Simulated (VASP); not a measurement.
# Sr (Fm-3m) in VASP: notebook

Runs on Sr. Level: LDA. Tasks: single point, relaxation of cell and atoms.

Everything below comes from runs of VASP 6.6.1. Logs are shortened: lines on timing, memory, paths and dates and some standing lists are left out, and cuts for length are marked.

### 1 The cell of the first run

The structure is cubic, space group Fm-3m (No. 225). Conventional cell: a = 5.799 Å, b = 5.799 Å, c = 5.799 Å, α = 90.00°, β = 90.00°, γ = 90.00°. Within 5.4 Å of Sr (site symmetry m-3m) lie 12 Sr at 4.10 Å.

### 2 Single point, LDA

INCAR reads:

```
PREC = Accurate
ENCUT = 520
EDIFF = 1E-6
ISMEAR = 0
SIGMA = 0.05
LREAL = False
LASPH = True
NELM = 100
ALGO = Normal
ISIF = 2
LWAVE = False
LCHARG = False
GGA = CA
NBANDS = 11
```

KPOINTS reads:

```
regular mesh
0
Gamma
  12 12 12
```

POSCAR reads:

```
Sr
1.0
    0.0000000000      2.8994356231      2.8994356231
    2.8994356231      0.0000000000      2.8994356231
    2.8994356231      2.8994356231      0.0000000000
Sr
1
Direct
    0.0000000000      0.0000000000      0.0000000000
```

Potentials or basis: VASP PAW LDA potentials, release 64 (Sr_sv).

Run with:

```bash
$ cat potpaw_LDA.64/Sr_sv/POTCAR > POTCAR
$ mpirun -np 1 vasp_std > vasp.out
```

OUTCAR:

```text
PREC = Accurate
   ENCUT = 520
   EDIFF = 1E-6
   ISMEAR = 0
   LREAL = False
   LASPH = True
   NELM = 100
   ISIF = 2
   GGA = CA

 ion  position               nearest neighbor table
   1  0.000  0.000  0.000-

  LATTYP: Found a face centered cubic cell.
 ALAT       =     5.7988712462

  Lattice vectors:

 A1 = (   0.0000000000,   2.8994356231,   2.8994356231)
 A2 = (   2.8994356231,   0.0000000000,   2.8994356231)
 A3 = (   2.8994356231,   2.8994356231,   0.0000000000)

Analysis of symmetry for initial positions (statically):
=====================================================================
 Subroutine PRICEL returns:
 Original cell was already a primitive cell.

 Routine SETGRP: Setting up the symmetry group for a
 face centered cubic supercell.

 Subroutine GETGRP returns: Found 48 space group operations
 (whereof 48 operations were pure point group operations)
 out of a pool of 48 trial point group operations.

The static configuration has the point symmetry O_h .

Analysis of symmetry for dynamics (positions and initial velocities):
=====================================================================
 Subroutine PRICEL returns:
 Original cell was already a primitive cell.

 Routine SETGRP: Setting up the symmetry group for a
 face centered cubic supercell.

 Subroutine GETGRP returns: Found 48 space group operations
 (whereof 48 operations were pure point group operations)
 out of a pool of 48 trial point group operations.

The dynamic configuration has the point symmetry O_h .

 Subroutine INISYM returns: Found 48 space group operations
 (whereof 48 operations are pure point group operations),
 and found     1 'primitive' translations

----------------------------------------------------------------------------------------

                                     Primitive cell

  volume of cell :      48.7495

  direct lattice vectors                    reciprocal lattice vectors
     0.000000000  2.899435623  2.899435623    -0.172447354  0.172447354  0.172447354
     2.899435623  0.000000000  2.899435623     0.172447354 -0.172447354  0.172447354
     2.899435623  2.899435623  0.000000000     0.172447354  0.172447354 -0.172447354

  length of vectors
     4.100421181  4.100421181  4.100421181     0.298687578  0.298687578  0.298687578

  position of ions in fractional coordinates (direct lattice)
     0.000000000  0.000000000  0.000000000

  ion indices of the primitive-cell ions
   primitive index   ion index
                 1           1

----------------------------------------------------------------------------------------

 KPOINTS: regular mesh

Automatic generation of k-mesh.
 Grid dimensions read from file:
 generate k-points for:   12   12   12

 Generating k-lattice:

  Cartesian coordinates                     Fractional coordinates (reciprocal lattice)
    -0.014370613  0.014370613  0.014370613     0.083333333  0.000000000  0.000000000
     0.014370613 -0.014370613  0.014370613     0.000000000  0.083333333  0.000000000
     0.014370613  0.014370613 -0.014370613     0.000000000  0.000000000  0.083333333

  Length of vectors
     0.024890631  0.024890631  0.024890631

  Shift w.r.t. Gamma in fractional coordinates (k-lattice)
     0.000000000  0.000000000  0.000000000

 Subroutine IBZKPT returns following result:
 ===========================================

 Found     72 irreducible k-points:

 Following reciprocal coordinates:
            Coordinates               Weight
  0.000000  0.000000  0.000000      1.000000
  0.083333  0.000000  0.000000      8.000000
  0.166667  0.000000  0.000000      8.000000
  0.250000  0.000000  0.000000      8.000000
  0.333333  0.000000  0.000000      8.000000
  0.416667  0.000000  0.000000      8.000000
[... 16 lines left out ...]
  0.500000  0.166667  0.000000     24.000000
 -0.416667  0.166667  0.000000     24.000000
 [... further k-points ...]
   k-points           NKPTS =     72   k-points in BZ     NKDIM =     72   number of bands    NBANDS=     11
   number of dos      NEDOS =    301   number of ions     NIONS =      1
   total plane-waves  NPLWV =  27000
   dimension x,y,z NGX =    30 NGY =   30 NGZ =   30
   dimension x,y,z NGXF=    60 NGYF=   60 NGZF=   60
   ions per type =               1
   NGX,Y,Z   is equivalent  to a cutoff of  12.16, 12.16, 12.16 a.u.
   NGXF,Y,Z  is equivalent  to a cutoff of  24.33, 24.33, 24.33 a.u.
 SYSTEM =  unknown system
   PREC   = accura    normal or accurate (medium, high low for compatibility)
   ISTART =      0    job   : 0-new  1-cont  2-samecut
   ICHARG =      2    charge: 1-file 2-atom 10-const
   ISPIN  =      1    spin polarized calculation?
   LNONCOLLINEAR =      F non collinear calculations
   LSORBIT =      F    spin-orbit coupling
   LASPH  =      T    aspherical Exc in radial PAW
   ENCUT  =  520.0 eV  38.22 Ry    6.18 a.u.   7.62  7.62  7.62*2*pi/ulx,y,z
   NELM   =    100;   NELMIN=  2; NELMDL= -5     # of ELM steps
   EDIFF  = 0.1E-05   stopping-criterion for ELM
   LREAL  =      F    real-space projection
   EDIFFG = 0.1E-04   stopping-criterion for IOM
   NSW    =      0    number of steps for IOM
   IBRION =     -1    ionic relax: 0-MD 1-quasi-New 2-CG
   NFREE  =      0    steps in history (QN), initial steepest desc. (CG)
   ISIF   =      2    stress and relaxation
   ISYM   =      2    0-nonsym 1-usesym 2-fastsym
   POTIM  = 0.5000    time-step for ionic-motion
   TEBEG  =    0.0;   TEEND  =   0.0 temperature during run
   PSTRESS=    0.0 pullay stress
   NELECT =      10.0000    total number of electrons
   NUPDOWN=      -1.0000    fix difference up-down
   EMIN   =  10.00;   EMAX   =-10.00  energy-range for DOS
   EFERMI =   0.00;   METHOD = LEGACY
   ISMEAR =     0;   SIGMA  =   0.05  broadening in eV -4-tet -1-fermi 0-gaus
   EFERMI_NEDOS =   21; number of points for ismear=-14 and -15
   IALGO  =     38    algorithm
   IMIX   =      4    mixing-type and parameters
     AMIX     =   0.40;   BMIX     =  1.00
     AMIX_MAG =   1.60;   BMIX_MAG =  1.00
  volume/ion in A,a.u.               =      48.75       328.98
  Fermi-wavevector in a.u.,A,eV,Ry     =   0.965498  1.824527 12.683165  0.932186
  Thomas-Fermi vector in A             =   2.095220
   LORBIT       =      0    0 simple, 1 ext, 2 COOP (PROOUT), +10 PAW based schemes
   GGA     = CA    functional components
   LHFCALC =     F    Hartree Fock is set to
   AEXX    =    0.0000 exact exchange contribution
   IVDW    =     0    specifies the selected vdW correction
   LEPSILON=     F    determine dielectric tensor
   LRPA    =     F    only Hartree local field effects (RPA)
 non-spin polarized calculation
 Gauss-broadening in eV      SIGMA  =   0.05
  energy-cutoff  :      520.00
  volume of cell :       48.75
 maximum number of plane-waves:      1363
   NGX = 15   NGY = 15   NGZ = 15

 number of electron      10.0000000 magnetization

 Free energy of the ion-electron system (eV)
  ---------------------------------------------------
  ext. energy  EPLUGINS =         0.00000000
  ---------------------------------------------------
  free energy    TOTEN  =        -1.89782231 eV

  energy without entropy =       -1.89700639  energy(sigma->0) =       -1.89741435

 E-fermi :   1.8679     XC(G=0):  -7.9436

 val. band max:        1.8424495125   @ k =  -0.3333   0.3333   0.1667
 cond. band min:       1.8954327675   @ k =  -0.3333   0.3333   0.1667
 fundamental gap:      0.0529832550
 Fermi energy:         1.8678533178

 k-point     1 :       0.0000    0.0000    0.0000
  band No.  band energies     occupation
      1     -34.3845      2.00000
      2     -16.3382      2.00000
      3     -16.3382      2.00000
      4     -16.3382      2.00000
      5      -1.9933      2.00000
      6       4.2154      0.00000
      7       4.2154      0.00000
      8       4.2154      0.00000
      9       5.8756      0.00000
     10       5.8756      0.00000
     11       9.3918      0.00000

 k-point     2 :       0.0833    0.0000    0.0000
  band No.  band energies     occupation
      1     -34.3828      2.00000
      2     -16.3596      2.00000
      3     -16.3410      2.00000
      4     -16.3410      2.00000
      5      -1.8662      2.00000
      6       4.0296      0.00000
      7       4.2762      0.00000
      8       4.2762      0.00000
      9       5.7943      0.00000
     10       5.7943      0.00000
     11       9.7155      0.00000

 k-point     3 :       0.1667    0.0000    0.0000
  band No.  band energies     occupation
      1     -34.3781      2.00000
      2     -16.4175      2.00000
      3     -16.3485      2.00000
      4     -16.3485      2.00000
      5      -1.5003      2.00000
      6       3.5970      0.00000
      7       4.3951      0.00000
      8       4.3951      0.00000
      9       5.6790      0.00000
     10       5.6790      0.00000
     11       9.9484      0.00000

 k-point     4 :       0.2500    0.0000    0.0000
  band No.  band energies     occupation
      1     -34.3718      2.00000
      2     -16.4952      2.00000
      3     -16.3588      2.00000
      4     -16.3588      2.00000
      5      -0.9429      2.00000
      6       3.1081      0.00000
      7       4.3919      0.00000
      8       4.3919      0.00000
      9       5.8183      0.00000
     10       5.8183      0.00000
     11       9.1988      0.00000
[... 239 lines left out ...]
 k-point    22 :       0.4167    0.1667    0.0000
  band No.  band energies     occupation
      1     -34.3602      2.00000
      2     -16.5820      2.00000
      3     -16.4087      2.00000
      4     -16.3966      2.00000
      5       0.3148      2.00000
      6       2.4362      0.00000
      7       3.5715      0.00000
      8       4.5957      0.00000
      9       6.1602      0.00000
     10       7.0057      0.00000
     11       8.5310      0.00000

 k-point    23 :       0.5000    0.1667    0.0000
  band No.  band energies     occupation
      1     -34.3570      2.00000
      2     -16.6142      2.00000
      3     -16.4250      2.00000
      4     -16.3968      2.00000
      5       0.8993      2.00000
      6       2.1176      0.00000
      7       3.4797      0.00000
      8       4.4703      0.00000
      9       6.7653      0.00000
     10       7.1258      0.00000
     11       7.8414      0.00000

 k-point    24 :      -0.4167    0.1667    0.0000
  band No.  band energies     occupation
      1     -34.3565      2.00000
      2     -16.6168      2.00000
      3     -16.4351      2.00000
      4     -16.3905      2.00000
      5       1.0271      2.00000
      6       2.0769      0.00000
      7       3.4398      0.00000
      8       4.4219      0.00000
      9       6.7248      0.00000
     10       7.1101      0.00000
     11       7.9106      0.00000

 [... further k-points ...]

------------------------ aborting loop because EDIFF is reached ----------------------------------------

  FORCE on cell =-STRESS in cart. coord.  units (eV):
  Direction    XX          YY          ZZ          XY          YZ          ZX
  --------------------------------------------------------------------------------------
  -------------------------------------------------------------------------------------
  Total       -0.0133566     -0.0133566     -0.0133566      0.0000000     -0.0000000     -0.0000000
  in kB       -0.4389715     -0.4389715     -0.4389715      0.0000000     -0.0000000     -0.0000000
  external PRESSURE =      -0.4389715 kB  Pullay stress =       0.0000000 kB

 VOLUME and BASIS-vectors are now :
 -----------------------------------------------------------------------------
  energy-cutoff  :      520.00
  volume of cell :       48.75
      direct lattice vectors                 reciprocal lattice vectors
     0.000000000  2.899435623  2.899435623    -0.172447354  0.172447354  0.172447354
     2.899435623  0.000000000  2.899435623     0.172447354 -0.172447354  0.172447354
     2.899435623  2.899435623  0.000000000     0.172447354  0.172447354 -0.172447354

 POSITION                                       TOTAL-FORCE (eV/Angst)
 -----------------------------------------------------------------------------------
      0.00000      0.00000      0.00000        -0.000000     -0.000000      0.000000
 -----------------------------------------------------------------------------------
    total drift:                               -0.000000     -0.000000     -0.000000

  FREE ENERGIE OF THE ION-ELECTRON SYSTEM (eV)
  ---------------------------------------------------
  free  energy   TOTEN  =        -1.8978223071 eV

  energy  without entropy=       -1.8970063891  energy(sigma->0) =       -1.89741435
```

It took 43 s on 1 thread of Oxide Virtual Turin-like, shared host; peak memory 0.14 GiB.

Results:

- Free energy: -1.8978 eV
- Pressure: 0.0 GPa

### 3 Relaxation of cell and atoms, LDA

This run uses another cell than the first one, of 56.32 Å³/atom.

INCAR reads:

```
PREC = Accurate
ENCUT = 600
EDIFF = 1E-6
ISMEAR = 0
SIGMA = 0.05
LREAL = F
LASPH = T
NELM = 60
ALGO = Normal
ISIF = 3
LWAVE = F
LCHARG = F
IBRION = 2
NSW = 50
EDIFFG = -0.01
```

KPOINTS is that of step 2.

POSCAR reads:

```
Sr
1.0
    0.0000000000      3.0423500000      3.0423500000
    3.0423500000      0.0000000000      3.0423500000
    3.0423500000      3.0423500000      0.0000000000
Sr
1
Direct
    0.0000000000      0.0000000000      0.0000000000
```

Potentials or basis: VASP PAW LDA potentials, release 64 (Sr_sv).

Run with:

```bash
$ cat potpaw_LDA.64/Sr_sv/POTCAR > POTCAR
$ mpirun -np 1 vasp_std > vasp.out
```

Wall time 1.9 min (1 thread of Oxide Virtual Turin-like, shared host); peak memory 0.17 GiB.

It converged, with:

```yaml
Free_energy: -1.8980 eV
Relaxed_volume: 48.57 Å³/atom
Relaxed_cell: a = 4.095 Å, b = 4.095 Å, c = 4.095 Å, α = 60.00°, β = 60.00°, γ = 60.00°
Space_group_after_relaxing_to_0.1_Å: Fm-3m (No. 225)
Energy_gained_by_relaxing: 44.1 meV/atom
Ionic_steps: 4
Pressure_after_relaxing: 0.0 GPa
```

Step by step:
| step | energy change (eV) | largest force (eV/Å) | pressure (GPa) | volume (Å³) |
| --- | --- | --- | --- | --- |
| 1 | 0.0000 | 0.0000 | -1.64 | 56.32 |
| 2 | -0.0357 | 0.0000 | -0.81 | 51.75 |
| 3 | -0.0440 | 0.0000 | -0.08 | 48.88 |
| 4 | -0.0441 | 0.0000 | 0.03 | 48.57 |

Final structure:
```yaml
crystal:
  lattice:
    - [0.00000, 2.89590, 2.89590]
    - [2.89590, 0.00000, 2.89590]
    - [2.89590, 2.89590, 0.00000]
  atoms:
    - { symbol: Sr, position: [0.00000, 0.00000, 0.00000] }
```

Levels at points of the mesh, in eV from the Fermi level:
| k point | band 1 | band 2 | band 3 | band 4 | band 5 | band 6 | band 7 | band 8 | band 9 |
| --- | --- | --- | --- | --- | --- | --- | --- | --- | --- |
| (0.00, 0.00, 0.00) | -36.25 | -18.20 | -18.20 | -18.20 | -3.87 | 2.35 | 2.35 | 2.35 | 4.02 |
| (0.50, 0.00, 0.00) | -36.22 | -18.51 | -18.24 | -18.24 | -1.26 | 0.29 | 2.18 | 2.18 | 5.22 |
| (0.50, 0.50, 0.00) | -36.21 | -18.49 | -18.31 | -18.31 | -0.83 | 0.15 | 1.39 | 5.24 | 5.58 |
